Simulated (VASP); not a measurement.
# NiO in VASP: further runs

NiO is run at these levels: PBE; tasks: single point.

Everything below comes from runs of VASP 6.6.1. Logs are shortened: lines on timing, memory, paths and dates and some standing lists are left out, and cuts for length are marked.

## Step 1: The cell of the first run

It takes space group Fm-3m (No. 225, cubic). The conventional cell has a = 4.217 Å, b = 4.217 Å, c = 4.217 Å, α = 90.00°, β = 90.00°, γ = 90.00°. Ni (site symmetry m-3m) has 6 O at 2.11 Å within 2.8 Å. Within 2.8 Å of O (site symmetry m-3m) lie 6 Ni at 2.11 Å.

## Step 2: Single point, PBE, collinear spin, antiferromagnetic start

File INCAR:

```
SYSTEM = NiO
PREC = Accurate
ENCUT = 520
EDIFF = 1E-7
ISMEAR = 0
SIGMA = 0.05
LREAL = .False.
LASPH = .True.
NELM = 150
ALGO = Normal
ISIF = 2
LWAVE = .False.
LCHARG = .False.
ISPIN = 2
MAGMOM = 2 -2 0 0
LORBIT = 11
LMAXMIX = 4
GGA = PE
NBANDS = 28
```

File KPOINTS:

```
regular mesh
0
Gamma
  14 14 14
  0 0 0
```

File POSCAR:

```
NiO
1.0
    0.0000000000      2.1084194085      2.1084194085
    2.1084194085      0.0000000000      2.1084194085
    4.2168388170      2.1084194085     -2.1084194085
Ni O
2 2
Direct
    0.0000000000      0.0000000000      0.0000000000
    0.5000000000      0.0000000000      0.5000000000
    0.7500000000      0.5000000000      0.2500000000
    1.2500000000      0.5000000000      0.7500000000
```

Potentials or basis: VASP PAW PBE potentials, release 64 (Ni, O).

Launch:

```bash
cat potpaw_PBE.64/Ni/POTCAR potpaw_PBE.64/O/POTCAR > POTCAR
mpirun -np 1 vasp_std > vasp.out
```

OUTCAR:

```text
SYSTEM = NiO
   PREC = Accurate
   ENCUT = 520
   EDIFF = 1E-7
   ISMEAR = 0
   LREAL = .False.
   LASPH = .True.
   NELM = 150
   ISIF = 2
   ISPIN = 2
   LORBIT = 11
   GGA = PE

 ion  position               nearest neighbor table
   1  0.000  0.000  0.000-   3 2.11   3 2.11   4 2.11   3 2.11   4 2.11   4 2.11   2 2.98   2 2.98
                             2 2.98   2 2.98   2 2.98   2 2.98
   2  0.500  0.000  0.500-   4 2.11   3 2.11   4 2.11   3 2.11   4 2.11   3 2.11   1 2.98   1 2.98
                             1 2.98   1 2.98   1 2.98   1 2.98
   3  0.750  0.500  0.250-   2 2.11   1 2.11   2 2.11   1 2.11   2 2.11   1 2.11
   4  0.250  0.500  0.750-   1 2.11   1 2.11   2 2.11   1 2.11   2 2.11   2 2.11

  LATTYP: Found a trigonal (rhomboedric) cell.
 ALAT       =     5.1645517146
 COS(alpha) =     0.8333333333

  Lattice vectors:

 A1 = (   4.2168388170,   2.1084194085,  -2.1084194085)
 A2 = (   2.1084194085,   2.1084194085,  -4.2168388170)
 A3 = (   2.1084194085,   4.2168388170,  -2.1084194085)

Analysis of symmetry for initial positions (statically):
=====================================================================
 Subroutine PRICEL returns following result:

  LATTYP: Found a face centered cubic cell.
 ALAT       =     4.2168388170

  Lattice vectors:

 A1 = (   0.0000000000,  -2.1084194085,   2.1084194085)
 A2 = (   2.1084194085,  -2.1084194085,   0.0000000000)
 A3 = (   2.1084194085,   0.0000000000,   2.1084194085)

   2 primitive cells build up your supercell.

 Routine SETGRP: Setting up the symmetry group for a
 trigonal (rhombohedral) supercell.

 Subroutine GETGRP returns: Found 12 space group operations
 (whereof 12 operations were pure point group operations)
 out of a pool of 12 trial point group operations.

The static configuration has the point symmetry D_3d.

Analysis of symmetry for dynamics (positions and initial velocities):
=====================================================================
 Subroutine PRICEL returns following result:

  LATTYP: Found a face centered cubic cell.
 ALAT       =     4.2168388170

  Lattice vectors:

 A1 = (   0.0000000000,  -2.1084194085,   2.1084194085)
 A2 = (   2.1084194085,  -2.1084194085,   0.0000000000)
 A3 = (   2.1084194085,   0.0000000000,   2.1084194085)

   2 primitive cells build up your supercell.

 Routine SETGRP: Setting up the symmetry group for a
 trigonal (rhombohedral) supercell.

 Subroutine GETGRP returns: Found 12 space group operations
 (whereof 12 operations were pure point group operations)
 out of a pool of 12 trial point group operations.

The dynamic configuration has the point symmetry D_3d.

Analysis of structural, dynamic, and magnetic symmetry:
=====================================================================
 Subroutine PRICEL returns following result:

  LATTYP: Found a face centered cubic cell.
 ALAT       =     4.2168388170

  Lattice vectors:

 A1 = (   0.0000000000,  -2.1084194085,   2.1084194085)
 A2 = (   2.1084194085,  -2.1084194085,   0.0000000000)
 A3 = (   2.1084194085,   0.0000000000,   2.1084194085)

   2 primitive cells build up your supercell.

 Routine SETGRP: Setting up the symmetry group for a
 trigonal (rhombohedral) supercell.

 Subroutine GETGRP returns: Found 12 space group operations
 (whereof 12 operations were pure point group operations)
 out of a pool of 12 trial point group operations.

The overall configuration has the point symmetry D_3d.

 Subroutine INISYM returns: Found 12 space group operations
 (whereof 12 operations are pure point group operations),
 and found     2 'primitive' translations

----------------------------------------------------------------------------------------

                                     Primitive cell

  volume of cell :      18.7457

  direct lattice vectors                    reciprocal lattice vectors
     0.000000000 -2.108419409  2.108419409    -0.237144468 -0.237144468  0.237144468
     2.108419409 -2.108419409  0.000000000     0.237144468 -0.237144468 -0.237144468
     2.108419408  0.000000000  2.108419409     0.237144468  0.237144468  0.237144468

  length of vectors
     2.981755323  2.981755323  2.981755323     0.410746268  0.410746268  0.410746268

  position of ions in fractional coordinates (direct lattice)
     0.000000000  0.000000000  0.000000000
     0.500000000  0.500000000  0.500000000

  ion indices of the primitive-cell ions
   primitive index   ion index
                 1           1
                 2           3

----------------------------------------------------------------------------------------

 KPOINTS: regular mesh

Automatic generation of k-mesh.
 Grid dimensions read from file:
 generate k-points for:   14   14   14

 Generating k-lattice:

  Cartesian coordinates                     Fractional coordinates (reciprocal lattice)
    -0.008469445  0.025408336  0.008469445     0.071428571  0.000000000 -0.000000000
     0.016938891 -0.016938891  0.016938891     0.000000000  0.071428571  0.000000000
     0.008469445  0.008469445 -0.008469445     0.000000000  0.000000000  0.071428571

  Length of vectors
     0.028089972  0.029339019  0.014669510

  Shift w.r.t. Gamma in fractional coordinates (k-lattice)
     0.000000000  0.000000000  0.000000000

 Subroutine IBZKPT returns following result:
 ===========================================

 Found    288 irreducible k-points:

 Following reciprocal coordinates:
            Coordinates               Weight
  0.000000  0.000000  0.000000      1.000000
  0.071429  0.000000 -0.000000      6.000000
  0.142857  0.000000  0.000000      6.000000
  0.214286  0.000000 -0.000000      6.000000
  0.285714  0.000000  0.000000      6.000000
  0.357143  0.000000  0.000000      6.000000
[... 16 lines left out ...]
  0.285714  0.142857  0.000000      6.000000
  0.357143  0.142857  0.000000     12.000000
 [... further k-points ...]
   k-points           NKPTS =    288   k-points in BZ     NKDIM =    288   number of bands    NBANDS=     28
   number of dos      NEDOS =    301   number of ions     NIONS =      4
   total plane-waves  NPLWV =  23040
   dimension x,y,z NGX =    24 NGY =   24 NGZ =   40
   dimension x,y,z NGXF=    48 NGYF=   48 NGZF=   80
   ions per type =               2   2
   NGX,Y,Z   is equivalent  to a cutoff of  13.38, 13.38, 12.88 a.u.
   NGXF,Y,Z  is equivalent  to a cutoff of  26.76, 26.76, 25.75 a.u.
 SYSTEM =  NiO
   PREC   = accura    normal or accurate (medium, high low for compatibility)
   ISTART =      0    job   : 0-new  1-cont  2-samecut
   ICHARG =      2    charge: 1-file 2-atom 10-const
   ISPIN  =      2    spin polarized calculation?
   LNONCOLLINEAR =      F non collinear calculations
   LSORBIT =      F    spin-orbit coupling
   LASPH  =      T    aspherical Exc in radial PAW
   ENCUT  =  520.0 eV  38.22 Ry    6.18 a.u.   5.54  5.54  9.60*2*pi/ulx,y,z
   NELM   =    150;   NELMIN=  2; NELMDL= -5     # of ELM steps
   EDIFF  = 0.1E-06   stopping-criterion for ELM
   LREAL  =      F    real-space projection
   EDIFFG = 0.1E-05   stopping-criterion for IOM
   NSW    =      0    number of steps for IOM
   IBRION =     -1    ionic relax: 0-MD 1-quasi-New 2-CG
   NFREE  =      0    steps in history (QN), initial steepest desc. (CG)
   ISIF   =      2    stress and relaxation
   ISYM   =      2    0-nonsym 1-usesym 2-fastsym
   POTIM  = 0.5000    time-step for ionic-motion
   TEBEG  =    0.0;   TEEND  =   0.0 temperature during run
   PSTRESS=    0.0 pullay stress
   NELECT =      32.0000    total number of electrons
   NUPDOWN=      -1.0000    fix difference up-down
   EMIN   =  10.00;   EMAX   =-10.00  energy-range for DOS
   EFERMI =   0.00;   METHOD = LEGACY
   ISMEAR =     0;   SIGMA  =   0.05  broadening in eV -4-tet -1-fermi 0-gaus
   EFERMI_NEDOS =   21; number of points for ismear=-14 and -15
   IALGO  =     38    algorithm
   IMIX   =      4    mixing-type and parameters
     AMIX     =   0.40;   BMIX     =  1.00
     AMIX_MAG =   1.60;   BMIX_MAG =  1.00
  volume/ion in A,a.u.               =       9.37        63.25
  Fermi-wavevector in a.u.,A,eV,Ry     =   1.552915  2.934585 32.811082  2.411547
  Thomas-Fermi vector in A             =   2.657222
   LORBIT       =     11    0 simple, 1 ext, 2 COOP (PROOUT), +10 PAW based schemes
   GGA     = PE    functional components
   LHFCALC =     F    Hartree Fock is set to
   AEXX    =    0.0000 exact exchange contribution
   IVDW    =     0    specifies the selected vdW correction
   LEPSILON=     F    determine dielectric tensor
   LRPA    =     F    only Hartree local field effects (RPA)
 spin polarized calculation
 Gauss-broadening in eV      SIGMA  =   0.05
  energy-cutoff  :      520.00
  volume of cell :       37.49
 maximum number of plane-waves:      1035
 NGX is ok and might be reduce to    24
   NGX = 11   NGY = 11   NGZ = 19

 number of electron      32.0000014 magnetization       0.0000000

 number of electron      32.0000014 magnetization      -0.0000000

 Free energy of the ion-electron system (eV)
  ---------------------------------------------------
  ext. energy  EPLUGINS =         0.00000000
  ---------------------------------------------------
  free energy    TOTEN  =       -23.48056150 eV

  energy without entropy =      -23.48056150  energy(sigma->0) =      -23.48056150

 E-fermi :   7.2442     XC(G=0): -12.5110

 val. band max:        6.9355936853   @ k =   0.0000  -0.2143   0.0714
 cond. band min:       7.8440975473   @ k =   0.2143   0.0000   0.2857
 fundamental gap:      0.9085038620
 Fermi energy:         7.2441815070

 spin component 1

 k-point     1 :       0.0000    0.0000    0.0000
  band No.  band energies     occupation
      1     -12.4579      1.00000
      2     -11.1456      1.00000
      3      -0.3099      1.00000
      4       2.1938      1.00000
      5       2.1939      1.00000
      6       4.7825      1.00000
[... 20 lines left out ...]
     27      26.3029      0.00000
     28      28.5690      0.00000

 k-point     2 :       0.0714    0.0000   -0.0000
  band No.  band energies     occupation
      1     -12.4069      1.00000
      2     -11.1368      1.00000
      3      -0.2211      1.00000
      4       2.1673      1.00000
      5       2.2083      1.00000
      6       4.1459      1.00000
[... 674 lines left out ...]
 k-point    24 :       0.3571    0.1429    0.0000
  band No.  band energies     occupation
      1     -11.6841      1.00000
      2     -11.0090      1.00000
      3       1.0391      1.00000
      4       1.3338      1.00000
      5       1.7643      1.00000
      6       2.3253      1.00000
[... 20 lines left out ...]
     27      27.4714      0.00000
     28      28.6961      0.00000

 [... further k-points ...]

 spin component 2

 k-point     1 :       0.0000    0.0000    0.0000
  band No.  band energies     occupation
      1     -12.4579      1.00000
      2     -11.1456      1.00000
      3      -0.3099      1.00000
      4       2.1938      1.00000
      5       2.1939      1.00000
      6       4.7825      1.00000
[... 20 lines left out ...]
     27      26.3029      0.00000
     28      28.5690      0.00000

 k-point     2 :       0.0714    0.0000   -0.0000
  band No.  band energies     occupation
      1     -12.4069      1.00000
      2     -11.1368      1.00000
      3      -0.2211      1.00000
      4       2.1673      1.00000
      5       2.2083      1.00000
      6       4.1459      1.00000
[... 674 lines left out ...]
 k-point    24 :       0.3571    0.1429    0.0000
  band No.  band energies     occupation
      1     -11.6841      1.00000
      2     -11.0090      1.00000
      3       1.0391      1.00000
      4       1.3338      1.00000
      5       1.7643      1.00000
      6       2.3253      1.00000
[... 20 lines left out ...]
     27      27.4714      0.00000
     28      28.6961      0.00000

 [... further k-points ...]

------------------------ aborting loop because EDIFF is reached ----------------------------------------

  FORCE on cell =-STRESS in cart. coord.  units (eV):
  Direction    XX          YY          ZZ          XY          YZ          ZX
  --------------------------------------------------------------------------------------
  -------------------------------------------------------------------------------------
  Total       -0.8070541     -0.8070541     -0.8070541     -0.0531603      0.0531603      0.0531603
  in kB      -34.4891277    -34.4891277    -34.4891277     -2.2717838      2.2717838      2.2717838
  external PRESSURE =     -34.4891277 kB  Pullay stress =       0.0000000 kB

 VOLUME and BASIS-vectors are now :
 -----------------------------------------------------------------------------
  energy-cutoff  :      520.00
  volume of cell :       37.49
      direct lattice vectors                 reciprocal lattice vectors
     0.000000000  2.108419409  2.108419409    -0.118572234  0.355716703  0.118572234
     2.108419409  0.000000000  2.108419409     0.237144468 -0.237144468  0.237144468
     4.216838817  2.108419409 -2.108419409     0.118572234  0.118572234 -0.118572234

 POSITION                                       TOTAL-FORCE (eV/Angst)
 -----------------------------------------------------------------------------------
      0.00000      0.00000      0.00000        -0.000000      0.000000     -0.000000
      2.10842      2.10842      0.00000         0.000000     -0.000000     -0.000000
      2.10842      2.10842      2.10842        -0.000000     -0.000000      0.000000
      4.21684      2.10842      0.00000         0.000000      0.000000      0.000000
 -----------------------------------------------------------------------------------
    total drift:                               -0.000000     -0.000000      0.000000

  FREE ENERGIE OF THE ION-ELECTRON SYSTEM (eV)
  ---------------------------------------------------
  free  energy   TOTEN  =       -23.4805615031 eV

  energy  without entropy=      -23.4805615031  energy(sigma->0) =      -23.48056150

 total charge

# of ion       s       p       d       tot
------------------------------------------
    1        0.320   0.380   8.245   8.946
    2        0.320   0.380   8.245   8.946
    3        1.562   3.395   0.000   4.957
    4        1.562   3.395   0.000   4.957
--------------------------------------------------
tot          3.765   7.551  16.490  27.806

 magnetization (x)

# of ion       s       p       d       tot
------------------------------------------
    1       -0.009  -0.013   1.381   1.359
    2        0.009   0.013  -1.381  -1.359
    3        0.000   0.000   0.000   0.000
    4        0.000   0.000   0.000   0.000
--------------------------------------------------
tot          0.000   0.000   0.000   0.000
```

It took 15 min on 1 thread of Oxide Virtual Turin-like, shared host; peak memory 0.47 GiB.

The run converged, but its numbers aren't listed here, since they failed a check.

Caveat: the result breaks the symmetry of the cell; the cell stands under tension.

## Step 3: Single point, PBE, collinear spin, antiferromagnetic start (9.21 Å³/atom)

This run uses another cell than the first one, of 9.21 Å³/atom.

File INCAR:

```
ALGO = Normal
EDIFF = 1E-6
ENCUT = 520
GGA = PE
ISIF = 2
ISMEAR = 0
ISPIN = 2
LASPH = T
LCHARG = F
LMAXMIX = 4
LORBIT = 11
LREAL = F
LWAVE = F
MAGMOM = 1.51 -1.51 0 0
NBANDS = 28
NELM = 150
PREC = Accurate
SIGMA = 0.05
```

File KPOINTS:

```
k-points
0
Gamma
  14 14 14
```

File POSCAR:

```
NiO
1.0
    0.0000000000      2.1000444627      2.1000444627
    2.1000444627      0.0000000000      2.1000444627
    4.1844595844      2.0844151217     -2.0844151217
Ni O
2 2
Direct
    0.0000000000      0.0000000000      0.0000000000
    0.5000000000      0.0000000000      0.5000000000
    0.7500000025      0.4999999949      0.2500000076
    1.2499999975      0.5000000051      0.7499999924
```

Potentials or basis: VASP PAW PBE potentials, release 64 (Ni, O).

Launch:

```bash
cat potpaw_PBE.64/Ni/POTCAR potpaw_PBE.64/O/POTCAR > POTCAR
mpirun -np 1 vasp_std > vasp.out
```

Run time: 7.8 min. Hardware: 1 thread of Oxide Virtual Turin-like, shared host; peak memory 0.46 GiB.

It converged, with:

```
Free energy                                           : -23.4873 eV
Pressure                                              : -0.3 GPa
Band gap on the k mesh                                : 0.92 eV
Net moment                                            : 0.00 μB per cell
Site moments                                          : Ni +1.35, -1.35; O +0.00 μB
Valence electrons inside the program's atomic spheres : Ni 8.98; O 4.97
```

Levels at points of the mesh, in eV from the valence-band top:
Spin up:
| k point | band 14 | band 15 | band 16 | band 17 | band 18 | band 19 |
| --- | --- | --- | --- | --- | --- | --- |
| (0.00, 0.00, 0.00) | -0.57 | -0.57 | -0.30 | 2.05 | 2.05 | 2.17 |
| (0.50, 0.00, 0.00) | -0.31 | -0.27 | -0.12 | 1.51 | 1.53 | 8.04 |
| (0.00, 0.50, 0.00) | -0.40 | -0.25 | -0.13 | 2.10 | 2.16 | 6.21 |
| (0.00, 0.00, 0.50) | -0.63 | -0.08 | -0.08 | 1.53 | 1.53 | 4.83 |
Spin down:
```
           k point  band 13  band 14  band 15  band 16  band 17  band 18  band 19  band 20
(0.00, 0.00, 0.00)    -1.50    -0.57    -0.57    -0.30     2.05     2.05     2.17     6.16
(0.50, 0.00, 0.00)    -0.50    -0.31    -0.27    -0.12     1.51     1.53     8.04     8.19
(0.00, 0.50, 0.00)    -0.80    -0.40    -0.25    -0.13     2.10     2.16     6.21     6.83
(0.00, 0.00, 0.50)    -0.78    -0.63    -0.08    -0.08     1.53     1.53     4.83     4.96
```

## Step 4: Single point, PBE, collinear spin, antiferromagnetic start (9.17 Å³/atom)

This run uses another cell than the first one, of 9.17 Å³/atom.

File INCAR:

```
SYSTEM = NiO
ALGO = Normal ; EDIFF = 1E-6
ENCUT = 520 ; GGA = PE
ISIF = 2 ; ISMEAR = 0
ISPIN = 2 ; LASPH = .True.
LCHARG = .True. ; LELF = .True.
LMAXMIX = 4 ; LORBIT = 11
LREAL = .False. ; LVHAR = .True.
LWAVE = .False. ; MAGMOM = 1.52 -1.52 0 0
NBANDS = 28 ; NELM = 150
PREC = Accurate ; SIGMA = 0.05
```

File KPOINTS:

```
k-points
0
Gamma
  14 14 14
  0 0 0
```

File POSCAR:

```
NiO
1.0
    0.0000000000      2.0969346755      2.0969346755
    2.0969346755      0.0000000000      2.0969346755
    4.1782631541      2.0813284787     -2.0813284787
Ni O
2 2
Direct
    0.0000000000      0.0000000000      0.0000000000
    0.5000000000      0.0000000000      0.5000000000
    0.7500000025      0.4999999949      0.2500000076
    1.2499999975      0.5000000051      0.7499999924
```

Launch:

```bash
cat potpaw_PBE.64/Ni/POTCAR potpaw_PBE.64/O/POTCAR > POTCAR
mpirun -np 1 vasp_std > vasp.out
```

Run time: 14 min. Hardware: 1 thread of Oxide Virtual Turin-like, shared host; peak memory 0.46 GiB.

It converged, with:

```yaml
Free_energy: -23.4868 eV
Pressure: 0.6 GPa
Band_gap_on_the_k_mesh: 0.92 eV
Net_moment: 0.00 μB per cell
Site_moments: Ni +1.35, -1.35; O +0.00 μB
Valence_electrons_inside_the_program's_atomic_spheres: Ni 8.98; O 4.97
```

Levels at points of the mesh, in eV from the valence-band top:
Spin up:
```csv
k point,band 13,band 14,band 15,band 16,band 17,band 18,band 19,band 20
"(0.00, 0.00, 0.00)",-1.50,-0.58,-0.58,-0.30,2.06,2.06,2.19,6.16
"(0.50, 0.00, 0.00)",-0.49,-0.31,-0.28,-0.12,1.51,1.53,8.07,8.22
"(0.00, 0.50, 0.00)",-0.80,-0.40,-0.25,-0.13,2.11,2.17,6.21,6.86
"(0.00, 0.00, 0.50)",-0.79,-0.64,-0.08,-0.08,1.53,1.54,4.86,4.99
```
Spin down:
```tsv
k point	band 12	band 13	band 14	band 15	band 16	band 17	band 18	band 19	band 20	band 21
(0.00, 0.00, 0.00)	-1.51	-1.50	-0.58	-0.58	-0.30	2.06	2.06	2.19	6.16	10.73
(0.50, 0.00, 0.00)	-0.91	-0.49	-0.31	-0.28	-0.12	1.51	1.53	8.07	8.22	10.42
(0.00, 0.50, 0.00)	-0.92	-0.80	-0.40	-0.25	-0.13	2.11	2.17	6.21	6.86	10.64
(0.00, 0.00, 0.50)	-0.79	-0.79	-0.64	-0.08	-0.08	1.53	1.54	4.86	4.99	12.82
```

A k mesh can miss the band edges. PBE gaps usually lie below the measured ones, often by a third to a half.
